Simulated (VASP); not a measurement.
# RbCl (Fm-3m) in VASP: further runs, part 2 of 3

VASP 6.6.1. Earlier steps stand in the parts before.

### Step 3. Single point, r2SCAN

This run uses another cell than the first one, of 33.22 Å³/atom, 1.029 times its volume.

POSCAR

```
RbCl
1.0
    0.0000000000      3.2147290162      3.2147290162
    3.2147290162      0.0000000000      3.2147290162
    3.2147290162      3.2147290162      0.0000000000
Rb Cl
1 1
Direct
    0.0000000000      0.0000000000      0.0000000000
    0.5000000000      0.5000000000      0.5000000000
```

INCAR.step1

```
  ALGO = Normal
  EDIFF = 1E-5
  ENCUT = 550
  GGA = PE
  GGA_COMPAT = False
  ISMEAR = 0
  LASPH = True
  LCHARG = False
  LREAL = False
  LWAVE = True
  NBANDS = 15
  NELM = 120
  PREC = Accurate
  SIGMA = 0.01
```

INCAR.step2

```
  ALGO = Normal
  EDIFF = 1E-6
  ENCUT = 550
  GGA_COMPAT = False
  ISIF = 2
  ISMEAR = 0
  ISTART = 1
  LASPH = True
  LCHARG = True
  LELF = True
  LMIXTAU = True
  LREAL = False
  LVHAR = True
  LWAVE = False
  METAGGA = R2SCAN
  NBANDS = 15
  NELM = 120
  PREC = Accurate
  SIGMA = 0.01
```

KPOINTS

```
k-points
0
Gamma
  5 5 5
```

Potentials or basis: VASP PAW PBE potentials, release 64 (Rb_sv, Cl).

Run with:

```
$ cat potpaw_PBE.64/Rb_sv/POTCAR potpaw_PBE.64/Cl/POTCAR > POTCAR
$ cp INCAR.step1 INCAR
$ mpirun -np 1 vasp_std > vasp.out
$ cp INCAR.step2 INCAR
$ mpirun -np 1 vasp_std > vasp.out
```

OUTCAR:

```text
EDIFF = 1E-6
   ENCUT = 550
   ISIF = 2
   ISMEAR = 0
   ISTART = 1
   LASPH = True
   LREAL = False
   METAGGA = R2SCAN
   NELM = 120
   PREC = Accurate

 ion  position               nearest neighbor table
   1  0.000  0.000  0.000-   2 3.21   2 3.21   2 3.21   2 3.21   2 3.21   2 3.21
   2  0.500  0.500  0.500-   1 3.21   1 3.21   1 3.21   1 3.21   1 3.21   1 3.21

  LATTYP: Found a face centered cubic cell.
 ALAT       =     6.4294580324

  Lattice vectors:

 A1 = (   0.0000000000,   3.2147290162,   3.2147290162)
 A2 = (   3.2147290162,   0.0000000000,   3.2147290162)
 A3 = (   3.2147290162,   3.2147290162,   0.0000000000)

Analysis of symmetry for initial positions (statically):
=====================================================================
 Subroutine PRICEL returns:
 Original cell was already a primitive cell.

 Routine SETGRP: Setting up the symmetry group for a
 face centered cubic supercell.

 Subroutine GETGRP returns: Found 48 space group operations
 (whereof 48 operations were pure point group operations)
 out of a pool of 48 trial point group operations.

The static configuration has the point symmetry O_h .

Analysis of symmetry for dynamics (positions and initial velocities):
=====================================================================
 Subroutine PRICEL returns:
 Original cell was already a primitive cell.

 Routine SETGRP: Setting up the symmetry group for a
 face centered cubic supercell.

 Subroutine GETGRP returns: Found 48 space group operations
 (whereof 48 operations were pure point group operations)
 out of a pool of 48 trial point group operations.

The dynamic configuration has the point symmetry O_h .

 Subroutine INISYM returns: Found 48 space group operations
 (whereof 48 operations are pure point group operations),
 and found     1 'primitive' translations

----------------------------------------------------------------------------------------

                                     Primitive cell

  volume of cell :      66.4451

  direct lattice vectors                    reciprocal lattice vectors
     0.000000000  3.214729016  3.214729016    -0.155534105  0.155534105  0.155534105
     3.214729016  0.000000000  3.214729016     0.155534105 -0.155534105  0.155534105
     3.214729016  3.214729016  0.000000000     0.155534105  0.155534105 -0.155534105

  length of vectors
     4.546313374  4.546313374  4.546313374     0.269392972  0.269392972  0.269392972

  position of ions in fractional coordinates (direct lattice)
     0.000000000  0.000000000  0.000000000
     0.500000000  0.500000000  0.500000000

  ion indices of the primitive-cell ions
   primitive index   ion index
                 1           1
                 2           2

----------------------------------------------------------------------------------------

 KPOINTS: k-points

Automatic generation of k-mesh.
 Grid dimensions read from file:
 generate k-points for:    5    5    5

 Generating k-lattice:

  Cartesian coordinates                     Fractional coordinates (reciprocal lattice)
    -0.031106821  0.031106821  0.031106821     0.200000000  0.000000000  0.000000000
[... 24 lines left out ...]
 -0.400000  0.400000  0.000000     12.000000
 -0.400000  0.400000  0.200000     24.000000
   k-points           NKPTS =     10   k-points in BZ     NKDIM =     10   number of bands    NBANDS=     15
   number of dos      NEDOS =    301   number of ions     NIONS =      2
   total plane-waves  NPLWV =  46656
   dimension x,y,z NGX =    36 NGY =   36 NGZ =   36
   dimension x,y,z NGXF=    72 NGYF=   72 NGZF=   72
   ions per type =               1   1
   NGX,Y,Z   is equivalent  to a cutoff of  13.16, 13.16, 13.16 a.u.
   NGXF,Y,Z  is equivalent  to a cutoff of  26.33, 26.33, 26.33 a.u.
 SYSTEM =  unknown system
   PREC   = accura    normal or accurate (medium, high low for compatibility)
   ISTART =      1    job   : 0-new  1-cont  2-samecut
   ICHARG =      0    charge: 1-file 2-atom 10-const
   ISPIN  =      1    spin polarized calculation?
   LNONCOLLINEAR =      F non collinear calculations
   LSORBIT =      F    spin-orbit coupling
   LASPH  =      T    aspherical Exc in radial PAW
   ENCUT  =  550.0 eV  40.42 Ry    6.36 a.u.   8.69  8.69  8.69*2*pi/ulx,y,z
   NELM   =    120;   NELMIN=  2; NELMDL=  0     # of ELM steps
   EDIFF  = 0.1E-05   stopping-criterion for ELM
   LREAL  =      F    real-space projection
   EDIFFG = 0.1E-04   stopping-criterion for IOM
   NSW    =      0    number of steps for IOM
   IBRION =     -1    ionic relax: 0-MD 1-quasi-New 2-CG
   NFREE  =      0    steps in history (QN), initial steepest desc. (CG)
   ISIF   =      2    stress and relaxation
   ISYM   =      2    0-nonsym 1-usesym 2-fastsym
   POTIM  = 0.5000    time-step for ionic-motion
   TEBEG  =    0.0;   TEEND  =   0.0 temperature during run
   PSTRESS=    0.0 pullay stress
   NELECT =      16.0000    total number of electrons
   NUPDOWN=      -1.0000    fix difference up-down
   EMIN   =  10.00;   EMAX   =-10.00  energy-range for DOS
   EFERMI =   0.00;   METHOD = LEGACY
   ISMEAR =     0;   SIGMA  =   0.01  broadening in eV -4-tet -1-fermi 0-gaus
   EFERMI_NEDOS =   21; number of points for ismear=-14 and -15
   IALGO  =     38    algorithm
   IMIX   =      4    mixing-type and parameters
     AMIX     =   0.40;   BMIX     =  1.00
     AMIX_MAG =   1.60;   BMIX_MAG =  1.00
  volume/ion in A,a.u.               =      33.22       224.20
  Fermi-wavevector in a.u.,A,eV,Ry     =   1.018499  1.924683 14.113861  1.037339
  Thomas-Fermi vector in A             =   2.151960
   LORBIT       =      0    0 simple, 1 ext, 2 COOP (PROOUT), +10 PAW based schemes
   METAGGA = R2SCAN    functional components
   LHFCALC =     F    Hartree Fock is set to
   AEXX    =    0.0000 exact exchange contribution
   IVDW    =     0    specifies the selected vdW correction
   LEPSILON=     F    determine dielectric tensor
   LRPA    =     F    only Hartree local field effects (RPA)
 non-spin polarized calculation
 Gauss-broadening in eV      SIGMA  =   0.01
  energy-cutoff  :      550.00
  volume of cell :       66.45
 maximum number of plane-waves:      1968
   NGX = 17   NGY = 17   NGZ = 17

 number of electron      15.9999999 magnetization

 Free energy of the ion-electron system (eV)
  ---------------------------------------------------
  ext. energy  EPLUGINS =         0.00000000
  ---------------------------------------------------
  free energy    TOTEN  =       -24.35435868 eV

  energy without entropy =      -24.35435868  energy(sigma->0) =      -24.35435868

 E-fermi :  -1.9627     XC(G=0):  -8.0942

 val. band max:       -2.0209156388   @ k =   0.0000   0.0000   0.0000
 cond. band min:       3.8167059101   @ k =   0.0000   0.0000   0.0000
 fundamental gap:      5.8376215490
 Fermi energy:        -1.9627008928

 k-point     1 :       0.0000    0.0000    0.0000
  band No.  band energies     occupation
      1     -26.4981      2.00000
      2     -14.6351      2.00000
      3      -9.9996      2.00000
      4      -9.9996      2.00000
      5      -9.9995      2.00000
      6      -2.0209      2.00000
      7      -2.0209      2.00000
      8      -2.0209      2.00000
      9       3.8167      0.00000
     10       6.6211      0.00000
     11       6.6211      0.00000
     12       6.6211      0.00000
     13       7.8442      0.00000
     14       7.8442      0.00000
[... 149 lines left out ...]
      2     -14.6401      2.00000
      3     -10.1912      2.00000
      4     -10.1864      2.00000
      5      -9.9880      2.00000
      6      -2.5646      2.00000
      7      -2.3368      2.00000
      8      -2.2145      2.00000
      9       5.7776      0.00000
     10       6.7138      0.00000
     11       8.3019      0.00000
     12       9.2994      0.00000
     13      10.0467      0.00000
     14      10.3585      0.00000
     15      11.3064      0.00000

------------------------ aborting loop because EDIFF is reached ----------------------------------------

  FORCE on cell =-STRESS in cart. coord.  units (eV):
  Direction    XX          YY          ZZ          XY          YZ          ZX
  --------------------------------------------------------------------------------------
  -------------------------------------------------------------------------------------
  Total        0.7436594      0.7436594      0.7436594      0.0000000     -0.0000000      0.0000000
  in kB       17.9317035     17.9317035     17.9317035      0.0000000     -0.0000000      0.0000000
  external PRESSURE =      17.9317035 kB  Pullay stress =       0.0000000 kB

 VOLUME and BASIS-vectors are now :
 -----------------------------------------------------------------------------
  energy-cutoff  :      550.00
  volume of cell :       66.45
      direct lattice vectors                 reciprocal lattice vectors
     0.000000000  3.214729016  3.214729016    -0.155534105  0.155534105  0.155534105
     3.214729016  0.000000000  3.214729016     0.155534105 -0.155534105  0.155534105
     3.214729016  3.214729016  0.000000000     0.155534105  0.155534105 -0.155534105

 POSITION                                       TOTAL-FORCE (eV/Angst)
 -----------------------------------------------------------------------------------
      0.00000      0.00000      0.00000        -0.000000     -0.000000     -0.000000
      3.21473      3.21473      3.21473         0.000000      0.000000      0.000000
 -----------------------------------------------------------------------------------
    total drift:                                0.000000      0.000000      0.000000

  FREE ENERGIE OF THE ION-ELECTRON SYSTEM (eV)
  ---------------------------------------------------
  free  energy   TOTEN  =       -24.3543586829 eV

  energy  without entropy=      -24.3543586829  energy(sigma->0) =      -24.35435868
```

Wall time 88 s (1 thread of Intel Xeon 8259CL, shared host); peak memory 0.22 GiB.

Results:

| Item | Value |
| --- | --- |
| Free energy | -24.3544 eV |
| Pressure | 1.8 GPa |
| Band gap on the k mesh | 5.84 eV, direct |

Levels at points of the mesh, in eV from the valence-band top:
| k point | band 4 | band 5 | band 6 | band 7 | band 8 | band 9 | band 10 | band 11 | band 12 | band 13 |
| --- | --- | --- | --- | --- | --- | --- | --- | --- | --- | --- |
| (0.00, 0.00, 0.00) | -7.98 | -7.98 | 0.00 | 0.00 | 0.00 | 5.84 | 8.64 | 8.64 | 8.64 | 9.87 |

Caveat: the PAW data sets were made with another functional, which shifts forces and pressure a little.

### Step 4. Single point, r2SCAN

This run uses another cell than the first one, of 34.16 Å³/atom, 1.058 times its volume.

POSCAR

```
RbCl
1.0
    0.0000000000      3.2446351895      3.2446351895
    3.2446351895      0.0000000000      3.2446351895
    3.2446351895      3.2446351895      0.0000000000
Rb Cl
1 1
Direct
    0.0000000000      0.0000000000      0.0000000000
    0.5000000000      0.5000000000      0.5000000000
```

INCAR.step1

```
PREC = Accurate
ENCUT = 550
ISMEAR = 0
SIGMA = 0.01
LREAL = F
LASPH = T
NELM = 120
NBANDS = 15
GGA = PE
ALGO = Normal
EDIFF = 1E-5
LWAVE = T
LCHARG = F
GGA_COMPAT = F
```

INCAR.step2

```
PREC = Accurate
ENCUT = 550
EDIFF = 1E-6
ISMEAR = 0
SIGMA = 0.01
LREAL = F
LASPH = T
NELM = 120
ALGO = Normal
ISIF = 2
LWAVE = F
LCHARG = F
METAGGA = R2SCAN
LMIXTAU = T
NBANDS = 15
ISTART = 1
GGA_COMPAT = F
```

KPOINTS

```
Automatic mesh
0
Gamma
  5 5 5
```

Potentials or basis: VASP PAW PBE potentials, release 64 (Rb_sv, Cl).

Run with:

```
$ cat potpaw_PBE.64/Rb_sv/POTCAR potpaw_PBE.64/Cl/POTCAR > POTCAR
$ cp INCAR.step1 INCAR
$ mpirun -np 1 vasp_std > vasp.out
$ cp INCAR.step2 INCAR
$ mpirun -np 1 vasp_std > vasp.out
```

OUTCAR:

```text
PREC = Accurate
   ENCUT = 550
   EDIFF = 1E-6
   ISMEAR = 0
   LREAL = F
   LASPH = T
   NELM = 120
   ISIF = 2
   METAGGA = R2SCAN
   ISTART = 1

 ion  position               nearest neighbor table
   1  0.000  0.000  0.000-   2 3.24   2 3.24   2 3.24   2 3.24   2 3.24   2 3.24
   2  0.500  0.500  0.500-   1 3.24   1 3.24   1 3.24   1 3.24   1 3.24   1 3.24

  LATTYP: Found a face centered cubic cell.
 ALAT       =     6.4892703790

  Lattice vectors:

 A1 = (   0.0000000000,   3.2446351895,   3.2446351895)
 A2 = (   3.2446351895,   0.0000000000,   3.2446351895)
 A3 = (   3.2446351895,   3.2446351895,   0.0000000000)

Analysis of symmetry for initial positions (statically):
=====================================================================
 Subroutine PRICEL returns:
 Original cell was already a primitive cell.

 Routine SETGRP: Setting up the symmetry group for a
 face centered cubic supercell.

 Subroutine GETGRP returns: Found 48 space group operations
 (whereof 48 operations were pure point group operations)
 out of a pool of 48 trial point group operations.

The static configuration has the point symmetry O_h .
[... 158 lines left out ...]
      4     -10.1754      2.00000
      5     -10.1754      2.00000
      6      -2.1348      2.00000
      7      -2.1348      2.00000
      8      -2.1348      2.00000
      9       3.6063      0.00000
     10       6.4984      0.00000
     11       6.4984      0.00000
     12       6.4984      0.00000
     13       7.7013      0.00000
     14       7.7013      0.00000
[... 149 lines left out ...]
      2     -14.7219      2.00000
      3     -10.3484      2.00000
      4     -10.3436      2.00000
      5     -10.1671      2.00000
      6      -2.6549      2.00000
      7      -2.4401      2.00000
      8      -2.3304      2.00000
      9       5.6484      0.00000
     10       6.5120      0.00000
     11       8.0775      0.00000
     12       9.0359      0.00000
     13       9.8198      0.00000
     14      10.1063      0.00000
     15      11.0238      0.00000

------------------------ aborting loop because EDIFF is reached ----------------------------------------

  FORCE on cell =-STRESS in cart. coord.  units (eV):
  Direction    XX          YY          ZZ          XY          YZ          ZX
  --------------------------------------------------------------------------------------
  -------------------------------------------------------------------------------------
  Total        0.4826638      0.4826638      0.4826638     -0.0000000      0.0000000     -0.0000000
  in kB       11.3195113     11.3195113     11.3195113     -0.0000000      0.0000000     -0.0000000
  external PRESSURE =      11.3195113 kB  Pullay stress =       0.0000000 kB

 VOLUME and BASIS-vectors are now :
 -----------------------------------------------------------------------------
  energy-cutoff  :      550.00
  volume of cell :       68.32
      direct lattice vectors                 reciprocal lattice vectors
     0.000000000  3.244635189  3.244635189    -0.154100529  0.154100529  0.154100529
     3.244635189  0.000000000  3.244635189     0.154100529 -0.154100529  0.154100529
     3.244635189  3.244635189  0.000000000     0.154100529  0.154100529 -0.154100529

 POSITION                                       TOTAL-FORCE (eV/Angst)
 -----------------------------------------------------------------------------------
      0.00000      0.00000      0.00000         0.000000      0.000000      0.000000
      3.24464      3.24464      3.24464        -0.000000     -0.000000     -0.000000
 -----------------------------------------------------------------------------------
    total drift:                                0.000000      0.000000      0.000000

  FREE ENERGIE OF THE ION-ELECTRON SYSTEM (eV)
  ---------------------------------------------------
  free  energy   TOTEN  =       -24.3715642796 eV

  energy  without entropy=      -24.3715642796  energy(sigma->0) =      -24.37156428
```

OUTCAR.step1:

```text
PREC = Accurate
   ENCUT = 550
   ISMEAR = 0
   LREAL = F
   LASPH = T
[... 383 lines left out ...]
 -----------------------------------------------------------------------------------
      0.00000      0.00000      0.00000        -0.000000     -0.000000      0.000000
      3.24464      3.24464      3.24464         0.000000      0.000000      0.000000
 -----------------------------------------------------------------------------------
    total drift:                                0.000000      0.000000      0.000000

  FREE ENERGIE OF THE ION-ELECTRON SYSTEM (eV)
  ---------------------------------------------------
  free  energy   TOTEN  =        -6.6410593961 eV

  energy  without entropy=       -6.6410593961  energy(sigma->0) =       -6.64105940
```

Wall time 84 s (1 thread of Intel Xeon 8259CL, shared host); peak memory 0.22 GiB.

Results:

```yaml
Free_energy: -24.3716 eV
Pressure: 1.1 GPa
Band_gap_on_the_k_mesh: 5.74 eV, direct
```

Caveat: the PAW data sets were made with another functional, which shifts forces and pressure a little. r2SCAN opens gaps a little over a GGA but as a rule still falls short of measured ones.

(Part 2 of 3 ends here.)
